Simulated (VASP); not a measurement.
Input of a VASP 6.6.1 run:

File INCAR:

```
SYSTEM = Ga3SbN2
ALGO = Normal
EDIFF = 1E-7
EDIFFG = -0.04
ENCUT = 600
GGA = PE
IBRION = 2
ISIF = 3
ISMEAR = 0
LASPH = .TRUE.
LCHARG = .FALSE.
LREAL = .FALSE.
LWAVE = .FALSE.
NELM = 100
NSW = 90
PREC = Accurate
SIGMA = 0.1
```

File KPOINTS:

```
k-points
0
G
  6 6 2
  0 0 0
```

File POSCAR:

```
Ga3SbN2
1.0
    3.1894471300      0.0000000000      0.0000000000
    0.0000000000      3.1894471300      0.0000000000
    0.0000000000      0.0000000000      9.7757593800
Ga Sb N
3 1 2
Direct
    0.5000000000      0.5000000000      0.1817286000
    0.5000000000      0.5000000000      0.5000000000
    0.5000000000      0.5000000000      0.8182714000
    0.0000000000      0.0000000000      0.0000000000
    0.0000000000      0.0000000000      0.3392778000
    0.0000000000      0.0000000000      0.6607222000
```

Potentials or basis: VASP PAW PBE potentials, release 64 (Ga_d, Sb, N).

The run is started by

```sh
$ cat potpaw_PBE.64/Ga_d/POTCAR potpaw_PBE.64/Sb/POTCAR potpaw_PBE.64/N/POTCAR > POTCAR
$ mpirun -np 1 vasp_std > vasp.out
```

Predict the space group after relaxing (to 0.05 Å).

P4/mmm (No. 123).

Estimate the relaxed cell.

a = 2.911 Å, b = 2.911 Å, c = 10.891 Å, α = 90.00°, β = 90.00°, γ = 90.00°.

Stress tensor (GPa, compression positive):
```
0.17 0.00 0.00
0.00 0.17 0.00
0.00 0.00 0.00
```
